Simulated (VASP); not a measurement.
MnO, 2 atoms in the cell. Symmetry: Fm-3m, No. 225, cubic system. The conventional cell has a = 4.535 Å, b = 4.535 Å, c = 4.535 Å, α = 90.00°, β = 90.00°, γ = 90.00°. Within 3.0 Å of Mn (site symmetry m-3m) lie 6 O at 2.27 Å. Within 3.0 Å of O (site symmetry m-3m) lie 6 Mn at 2.27 Å. 

```yaml
Program: VASP 6.6.1
Task: single point
Functional: RPBE
Dispersion: D4
Potentials_or_basis: VASP PAW PBE potentials, release 64 (Mn_pv, O)
Cutoff: 520 eV
k_mesh: 10 × 10 × 10
Occupations: fermi-dirac, width 0.05 eV
Spin: collinear spin, ferromagnetic start
Starting_moments: "[4.0, 0.0] μB"
Dipole_correction: no
Further_INCAR_settings: ALGO = Normal; EDIFF = 1e-07; NBANDS = 20
```

Potentials or basis: VASP PAW PBE potentials, release 64 (Mn_pv, O).

Run with:

```sh
$ cat potpaw_PBE.64/Mn_pv/POTCAR potpaw_PBE.64/O/POTCAR > POTCAR
$ mpirun -np 1 vasp_std > vasp.out
```

Hardware: 1 thread of Intel(R) Xeon(R) 6975P-C (Granite Rapids), with other jobs on the host.

Problem. Estimate the wall time of this run.

Solution. It took 20 s on 1 thread of Intel(R) Xeon(R) 6975P-C (Granite Rapids), with other jobs on the host, peak memory 0.17 GiB. Counts: scf iterations 15, k points 47.
